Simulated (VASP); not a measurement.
A run of VASP 6.6.1 is set up as follows.

INCAR

```
SYSTEM = Ti
PREC = Accurate ; ENCUT = 520
EDIFF = 1E-6 ; ISMEAR = -1
SIGMA = 0.1 ; LREAL = .False.
LASPH = .True. ; NELM = 80
ALGO = Normal ; ISIF = 2
LWAVE = .False. ; LCHARG = .True.
LELF = .True. ; LVHAR = .True.
NBANDS = 25
```

KPOINTS

```
regular mesh
0
Gamma
  11 11 15
  0 0 0
```

Contents of POSCAR:

```
Ti
1.0
    4.4537085845      0.0000000000      0.0000000000
   -2.2268542923      3.8570247752      0.0000000000
    0.0000000000      0.0000000000      2.7697872733
Ti
3
Direct
    0.0000000000      1.0000000000      0.0000000000
    0.3333333333      0.6666666667      0.5000000000
    0.6666666667      0.3333333333      0.5000000000
```

Potentials or basis: VASP PAW LDA potentials, release 64 (Ti_sv).

The run is started by

```bash
$ cat potpaw_LDA.64/Ti_sv/POTCAR > POTCAR
$ mpirun -np 1 vasp_std > vasp.out
```

(1) Predict the pressure.

(2) Estimate the band gap on the k mesh.

## Answers

(1) -0.1 GPa.

(2) zero (band 18 reaches 9.24 eV, above the bottom of band 19 at 8.84 eV).
